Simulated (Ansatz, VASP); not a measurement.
Zn in VASP and in Ansatz

The input INCAR:

```
SYSTEM = Zn
PREC = Accurate
ENCUT = 520
EDIFF = 1E-7
ISMEAR = 0
SIGMA = 0.15
LREAL = .FALSE.
LASPH = .TRUE.
NELM = 60
ALGO = Fast
ISIF = 2
LWAVE = .FALSE.
LCHARG = .FALSE.
GGA = PS
NBANDS = 19
```

File KPOINTS:

```
Automatic mesh
0
G
  24 24 10
  0 0 0
```

File POSCAR:

```
Zn
1.0
    2.6647980532      0.0000000000      0.0000000000
   -1.3323990266      2.3423995522      0.0000000000
    0.0000000000      0.0000000000      4.9467000000
Zn
2
Direct
    0.3333333333      0.6666666667      0.2500000000
    0.6666666667      0.3333333333      0.7500000000
```

Input for Ansatz:

```yaml
crystal:
  lattice:
    - [2.6647980532, 0.0, 0.0]
    - [-1.3323990266, 2.3423995522, 0.0]
    - [0.0, 0.0, 4.9467]
  atoms:
    - { symbol: Zn, position: [0.3333333333, 0.6666666667, 0.25] }
    - { symbol: Zn, position: [0.6666666667, 0.3333333333, 0.75] }
basis:
  ecutwfc: 420
kpoints:
  mp_grid: { grid: [24, 24, 10] }
hamiltonian:
  xc: pbesol
scf:
  occupations: { method: gaussian, width: 0.15 }
output:
  forces: true
  stress: true
  eigenvalues: true
```

Change from the starting cell: strain +0.0150 x Voigt [0, 1, 0, 0, 0, 0], atoms carried along.

Alike in both runs: task single point; functional PBEsol; k mesh 24 × 24 × 10; occupations gaussian, width 0.15 eV; no spin polarisation.

```csv
,VASP,Ansatz
version,VASP 6.6.1,Ansatz 0.2.0
potentials or method,"VASP PAW PBE potentials, release 64 (Zn), cutoff 520 eV","scalar-relativistic, plane waves, PAW"
valence electrons in the cell,24,24
```

```tsv
	VASP	Ansatz	Ansatz less VASP
gap on the k mesh at the Fermi level (eV)	none	none	-
pressure (GPa)	-6.0	-6.4	-0.32
traceless stress, the component that is largest in VASP (GPa)	2.05	2.17	+0.121
rms of the force components (eV/Å)	0.005	0.005	+0.0005
```

VASP's potentials were made for PBE, not for PBEsol. Atom by atom the forces differ by 0.000 eV/Å (rms over components). A gap of «none» marks a metal or a gap that the smearing closes.
